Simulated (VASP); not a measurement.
# Cu (C2/m) in VASP: single point with r2SCAN

Aim: the single point of Cu with r2SCAN.

Program: VASP 6.6.1. These are calculated values, not measurements. Logs are shortened: lines on timing, memory, paths and dates and some standing lists are left out, and cuts for length are marked.

**1. The cell of the first run**

The structure is monoclinic, space group C2/m (No. 12). The conventional cell has a = 3.968 Å, b = 2.886 Å, c = 2.752 Å, α = 90.00°, β = 133.34°, γ = 90.00°. Cu (site symmetry 2/m) has 14 Cu at 2.45 to 2.89 Å within 3.2 Å.

**2. Single point, r2SCAN (strain -0.0100 x Voigt [0, 0, 0, 1, 0, 0])**

Contents of POSCAR:

```
Cu
1.0
   -1.4427933200      1.4359129128      1.3688674834
    1.4427933200     -1.4496737272      1.3832954166
    1.4427933200      1.4496737272     -1.3832954166
Cu
1
Direct
    0.0000000000      0.0000000000      0.0000000000
```

Contents of INCAR.step1:

```
PREC = Accurate
ENCUT = 520
ISMEAR = 0
SIGMA = 0.15
LREAL = False
LASPH = True
NELM = 80
NBANDS = 12
GGA = PE
ALGO = Normal
EDIFF = 1E-4
LWAVE = True
LCHARG = False
```

Contents of INCAR.step2:

```
PREC = Accurate
ENCUT = 520
EDIFF = 1E-6
ISMEAR = 0
SIGMA = 0.15
LREAL = False
LASPH = True
NELM = 80
ALGO = Normal
ISIF = 2
LWAVE = False
LCHARG = False
METAGGA = R2SCAN
LMIXTAU = True
NBANDS = 12
ISTART = 1
```

Contents of KPOINTS:

```
regular mesh
0
Gamma
  24 24 24
```

Potentials or basis: VASP PAW PBE potentials, release 64 (Cu).

Launch:

```bash
$ cat potpaw_PBE.64/Cu/POTCAR > POTCAR
$ cp INCAR.step1 INCAR
$ mpirun -np 1 vasp_std > vasp.out
$ cp INCAR.step2 INCAR
$ mpirun -np 1 vasp_std > vasp.out
```

OUTCAR:

```text
PREC = Accurate
   ENCUT = 520
   EDIFF = 1E-6
   ISMEAR = 0
   LREAL = False
   LASPH = True
   NELM = 80
   ISIF = 2
   METAGGA = R2SCAN
   ISTART = 1

 ion  position               nearest neighbor table
   1  0.000  0.000  0.000-

  LATTYP: Found a base centered monoclinic cell.
 ALAT       =     3.9676915607
 B/A-ratio  =     0.7272709070
 C/A-ratio  =     0.6936520291
 COS(beta)  =    -0.6863794109

  Lattice vectors:

 A1 = (  -1.4427933200,  -1.4359129128,  -1.3688674834)
 A2 = (   1.4427933200,  -1.4359129128,  -1.3688674834)
 A3 = (   0.0000000000,  -0.0137608144,   2.7521629000)

Analysis of symmetry for initial positions (statically):
=====================================================================
 Subroutine PRICEL returns:
 Original cell was already a primitive cell.

 Routine SETGRP: Setting up the symmetry group for a
 base centered monoclinic supercell.

 Subroutine GETGRP returns: Found  4 space group operations
 (whereof  4 operations were pure point group operations)
 out of a pool of  4 trial point group operations.

The static configuration has the point symmetry C_2h.

Analysis of symmetry for dynamics (positions and initial velocities):
=====================================================================
 Subroutine PRICEL returns:
 Original cell was already a primitive cell.

 Routine SETGRP: Setting up the symmetry group for a
 base centered monoclinic supercell.

 Subroutine GETGRP returns: Found  4 space group operations
 (whereof  4 operations were pure point group operations)
 out of a pool of  4 trial point group operations.

The dynamic configuration has the point symmetry C_2h.

 Subroutine INISYM returns: Found  4 space group operations
 (whereof  4 operations are pure point group operations),
 and found     1 'primitive' translations

----------------------------------------------------------------------------------------

                                     Primitive cell

  volume of cell :      11.4578

  direct lattice vectors                    reciprocal lattice vectors
    -1.442793320  1.435912913  1.368867483     0.000000000  0.348375445  0.365092462
     1.442793320 -1.449673727  1.383295417     0.346549983  0.001816798  0.363359669
     1.442793320  1.449673727 -1.383295417     0.346549983  0.346558647  0.001732793

  length of vectors
     2.453017865  2.469152221  2.469152221     0.504636460  0.502125921  0.490104875

  position of ions in fractional coordinates (direct lattice)
     0.000000000  0.000000000  0.000000000

  ion indices of the primitive-cell ions
   primitive index   ion index
                 1           1

----------------------------------------------------------------------------------------

 KPOINTS: regular mesh

Automatic generation of k-mesh.
 Grid dimensions read from file:
 generate k-points for:   24   24   24

 Generating k-lattice:

  Cartesian coordinates                     Fractional coordinates (reciprocal lattice)
     0.000000000  0.014515644  0.015212186     0.041666667 -0.000000000  0.000000000
     0.014439583  0.000075700  0.015139986     0.000000000  0.041666667 -0.000000000
     0.014439583  0.014439944  0.000072200     0.000000000 -0.000000000  0.041666667

  Length of vectors
     0.021026519  0.020921913  0.020421036

  Shift w.r.t. Gamma in fractional coordinates (k-lattice)
     0.000000000  0.000000000  0.000000000

 Subroutine IBZKPT returns following result:
 ===========================================

 Found   3614 irreducible k-points:

 Following reciprocal coordinates:
            Coordinates               Weight
  0.000000  0.000000  0.000000      1.000000
  0.041667  0.000000 -0.000000      2.000000
  0.083333  0.000000 -0.000000      2.000000
  0.125000  0.000000 -0.000000      2.000000
  0.166667  0.000000 -0.000000      2.000000
  0.208333  0.000000 -0.000000      2.000000
[... 16 lines left out ...]
  0.375000  0.041667 -0.000000      4.000000
  0.416667  0.041667  0.000000      4.000000
 [... further k-points ...]
   k-points           NKPTS =   3614   k-points in BZ     NKDIM =   3614   number of bands    NBANDS=     12
   number of dos      NEDOS =    301   number of ions     NIONS =      1
   total plane-waves  NPLWV =   5832
   dimension x,y,z NGX =    18 NGY =   18 NGZ =   18
   dimension x,y,z NGXF=    36 NGYF=   36 NGZF=   36
   ions per type =               1
   NGX,Y,Z   is equivalent  to a cutoff of  12.20, 12.12, 12.12 a.u.
   NGXF,Y,Z  is equivalent  to a cutoff of  24.40, 24.24, 24.24 a.u.
 SYSTEM =  unknown system
   PREC   = accura    normal or accurate (medium, high low for compatibility)
   ISTART =      1    job   : 0-new  1-cont  2-samecut
   ICHARG =      0    charge: 1-file 2-atom 10-const
   ISPIN  =      1    spin polarized calculation?
   LNONCOLLINEAR =      F non collinear calculations
   LSORBIT =      F    spin-orbit coupling
   LASPH  =      T    aspherical Exc in radial PAW
   ENCUT  =  520.0 eV  38.22 Ry    6.18 a.u.   4.56  4.59  4.59*2*pi/ulx,y,z
   NELM   =     80;   NELMIN=  2; NELMDL=  0     # of ELM steps
   EDIFF  = 0.1E-05   stopping-criterion for ELM
   LREAL  =      F    real-space projection
[... 7 lines left out ...]
   TEBEG  =    0.0;   TEEND  =   0.0 temperature during run
   PSTRESS=    0.0 pullay stress
   NELECT =      11.0000    total number of electrons
   NUPDOWN=      -1.0000    fix difference up-down
   EMIN   =  10.00;   EMAX   =-10.00  energy-range for DOS
   EFERMI =   0.00;   METHOD = LEGACY
   ISMEAR =     0;   SIGMA  =   0.15  broadening in eV -4-tet -1-fermi 0-gaus
   EFERMI_NEDOS =   21; number of points for ismear=-14 and -15
   IALGO  =     38    algorithm
   IMIX   =      4    mixing-type and parameters
     AMIX     =   0.40;   BMIX     =  1.00
     AMIX_MAG =   1.60;   BMIX_MAG =  1.00
  volume/ion in A,a.u.               =      11.46        77.32
  Fermi-wavevector in a.u.,A,eV,Ry     =   1.614998  3.051903 35.486951  2.608217
  Thomas-Fermi vector in A             =   2.709816
   LORBIT       =      0    0 simple, 1 ext, 2 COOP (PROOUT), +10 PAW based schemes
   METAGGA = R2SCAN    functional components
   LHFCALC =     F    Hartree Fock is set to
   AEXX    =    0.0000 exact exchange contribution
   IVDW    =     0    specifies the selected vdW correction
   LEPSILON=     F    determine dielectric tensor
   LRPA    =     F    only Hartree local field effects (RPA)
 non-spin polarized calculation
 Gauss-broadening in eV      SIGMA  =   0.15
  energy-cutoff  :      520.00
  volume of cell :       11.46
 maximum number of plane-waves:       326
   NGX =  9   NGY =  9   NGZ =  9

 number of electron      10.9999998 magnetization

 Free energy of the ion-electron system (eV)
  ---------------------------------------------------
  ext. energy  EPLUGINS =         0.00000000
  ---------------------------------------------------
  free energy    TOTEN  =       -10.79137221 eV

  energy without entropy =      -10.78714355  energy(sigma->0) =      -10.78925788

 E-fermi :   7.7778     XC(G=0): -13.9538

 val. band max:        7.7734703745   @ k =   0.3333   0.0833   0.0833
 cond. band min:       7.7797388526   @ k =  -0.2083   0.4167   0.1667
 fundamental gap:      0.0062684781
 Fermi energy:         7.7778082896

 k-point     1 :       0.0000    0.0000    0.0000
  band No.  band energies     occupation
      1      -2.1310      2.00000
      2       4.3317      2.00000
      3       4.5314      2.00000
      4       4.5382      2.00000
      5       5.4040      2.00000
      6       5.6071      2.00000
      7      33.6110      0.00000
      8      33.6253      0.00000
      9      34.9356      0.00000
     10      37.9117      0.00000
     11      38.0660      0.00000
     12      38.0983      0.00000

 k-point     2 :       0.0417    0.0000   -0.0000
  band No.  band energies     occupation
      1      -2.0578      2.00000
      2       4.3456      2.00000
      3       4.5308      2.00000
      4       4.5377      2.00000
      5       5.4034      2.00000
      6       5.5954      2.00000
      7      33.2422      0.00000
      8      33.4184      0.00000
      9      34.3871      0.00000
     10      36.8661      0.00000
     11      37.0091      0.00000
     12      37.5495      0.00000

 k-point     3 :       0.0833    0.0000   -0.0000
  band No.  band energies     occupation
      1      -1.8395      2.00000
      2       4.3593      2.00000
      3       4.5265      2.00000
      4       4.5642      2.00000
      5       5.4008      2.00000
      6       5.5656      2.00000
      7      31.9115      0.00000
      8      32.9134      0.00000
      9      33.2068      0.00000
     10      35.4003      0.00000
     11      36.1938      0.00000
     12      36.8530      0.00000

 k-point     4 :       0.1250    0.0000   -0.0000
  band No.  band energies     occupation
      1      -1.4807      2.00000
      2       4.3231      2.00000
      3       4.5130      2.00000
      4       4.6670      2.00000
      5       5.3943      2.00000
      6       5.5332      2.00000
      7      29.7894      0.00000
      8      32.0370      0.00000
      9      32.2766      0.00000
     10      33.9871      0.00000
     11      35.4120      0.00000
     12      36.9344      0.00000

 k-point     5 :       0.1667    0.0000   -0.0000
  band No.  band energies     occupation
      1      -0.9905      2.00000
      2       4.2460      2.00000
      3       4.4852      2.00000
      4       4.8359      2.00000
      5       5.3849      2.00000
      6       5.5154      2.00000
      7      27.4411      0.00000
      8      30.8907      0.00000
      9      31.5563      0.00000
     10      32.7335      0.00000
     11      34.7559      0.00000
     12      37.4052      0.00000

 k-point     6 :       0.2083    0.0000   -0.0000
  band No.  band energies     occupation
      1      -0.3852      2.00000
      2       4.1482      2.00000
      3       4.4490      2.00000
      4       5.0486      2.00000
      5       5.3820      2.00000
      6       5.5175      2.00000
      7      25.0711      0.00000
      8      29.8002      0.00000
      9      30.6729      0.00000
     10      31.7877      0.00000
     11      34.2389      0.00000
     12      38.1059      0.00000

 k-point     7 :       0.2500    0.0000   -0.0000
  band No.  band energies     occupation
      1       0.3043      2.00000
      2       4.0416      2.00000
      3       4.4330      2.00000
      4       5.2885      2.00000
      5       5.3932      2.00000
      6       5.5357      2.00000
      7      22.7495      0.00000
      8      28.8028      0.00000
      9      29.6506      0.00000
     10      31.1612      0.00000
     11      33.8459      0.00000
     12      38.9743      0.00000

 k-point     8 :       0.2917    0.0000   -0.0000
  band No.  band energies     occupation
      1       1.0191      2.00000
      2       3.9350      2.00000
      3       4.4994      2.00000
      4       5.4164      2.00000
      5       5.5397      2.00000
      6       5.5661      2.00000
      7      20.5140      0.00000
      8      27.9242      0.00000
      9      28.6531      0.00000
     10      30.7146      0.00000
     11      33.5595      0.00000
     12      39.9630      0.00000
[... 166 lines left out ...]
 k-point    20 :       0.2500    0.0417   -0.0000
  band No.  band energies     occupation
      1       0.7253      2.00000
      2       3.9892      2.00000
      3       4.4146      2.00000
      4       5.3790      2.00000
      5       5.4563      2.00000
      6       5.5831      2.00000
      7      21.6049      0.00000
      8      27.7481      0.00000
      9      28.8189      0.00000
     10      31.4457      0.00000
     11      34.0954      0.00000
     12      38.5953      0.00000

 k-point    21 :       0.2917    0.0417   -0.0000
  band No.  band energies     occupation
      1       1.4112      2.00000
      2       3.8858      2.00000
      3       4.5463      2.00000
      4       5.4042      2.00000
      5       5.6268      2.00000
      6       5.7208      2.00000
      7      19.4268      0.00000
      8      26.9639      0.00000
      9      27.8898      0.00000
     10      31.0539      0.00000
     11      33.8505      0.00000
     12      39.4572      0.00000

 k-point    22 :       0.3333    0.0417   -0.0000
  band No.  band energies     occupation
      1       1.9495      2.00000
      2       3.7942      2.00000
      3       4.8829      2.00000
      4       5.4517      2.00000
      5       5.6737      2.00000
      6       5.9950      2.00000
      7      17.3833      0.00000
      8      26.2997      0.00000
      9      27.1184      0.00000
     10      30.7521      0.00000
     11      33.6895      0.00000
     12      40.3413      0.00000

 k-point    23 :       0.3750    0.0417   -0.0000
  band No.  band energies     occupation
      1       2.2633      2.00000
      2       3.7203      2.00000
      3       5.2858      2.00000
      4       5.5787      2.00000
      5       5.7708      2.00000
      6       6.3282      2.00000
      7      15.5272      0.00000
      8      25.7698      0.00000
      9      26.5280      0.00000
     10      30.5348      0.00000
     11      33.5948      0.00000
     12      41.1952      0.00000

 k-point    24 :       0.4167    0.0417    0.0000
  band No.  band energies     occupation
      1       2.4016      2.00000
      2       3.6688      2.00000
      3       5.4095      2.00000
      4       5.6623      2.00000
      5       6.0387      2.00000
      6       6.8946      2.00000
      7      13.9708      0.00000
      8      25.3886      0.00000
      9      26.1355      0.00000
     10      30.3973      0.00000
     11      33.5504      0.00000
     12      41.9639      0.00000

 [... further k-points ...]
[... 5 lines left out ...]
  --------------------------------------------------------------------------------------
  -------------------------------------------------------------------------------------
  Total        0.0741599      0.0726062      0.0662888      0.0000000      0.0651484     -0.0000000
  in kB       10.3699921     10.1527328      9.2693419      0.0000000      9.1098776     -0.0000000
  external PRESSURE =       9.9306890 kB  Pullay stress =       0.0000000 kB

 VOLUME and BASIS-vectors are now :
 -----------------------------------------------------------------------------
  energy-cutoff  :      520.00
  volume of cell :       11.46
      direct lattice vectors                 reciprocal lattice vectors
    -1.442793320  1.435912913  1.368867483     0.000000000  0.348375445  0.365092462
     1.442793320 -1.449673727  1.383295417     0.346549983  0.001816798  0.363359669
     1.442793320  1.449673727 -1.383295417     0.346549983  0.346558647  0.001732793

 POSITION                                       TOTAL-FORCE (eV/Angst)
 -----------------------------------------------------------------------------------
      0.00000      0.00000      0.00000         0.000000      0.000000      0.000000
 -----------------------------------------------------------------------------------
    total drift:                                0.000000      0.000000      0.000000

  FREE ENERGIE OF THE ION-ELECTRON SYSTEM (eV)
  ---------------------------------------------------
  free  energy   TOTEN  =       -10.7913722113 eV

  energy  without entropy=      -10.7871435516  energy(sigma->0) =      -10.78925788
```

Run time: 17 min. Hardware: 1 thread of Intel Xeon Platinum 8488C (Sapphire Rapids), shared host; peak memory 0.56 GiB.

Results:

```yaml
Free_energy: -10.7914 eV
Pressure: 1.0 GPa
Band_gap_on_the_k_mesh: zero (an odd number of electrons rules out a gap without spin polarisation)
```

Stress tensor (GPa, compression positive):
```
1.04 0.00 0.00
0.00 1.02 0.91
0.00 0.91 0.93
```

Caveat: the cell differs from its parent crystal (strain -0.0100 x Voigt [0, 0, 0, 1, 0, 0]); the PAW data sets were made with another functional, which shifts forces and pressure a little.
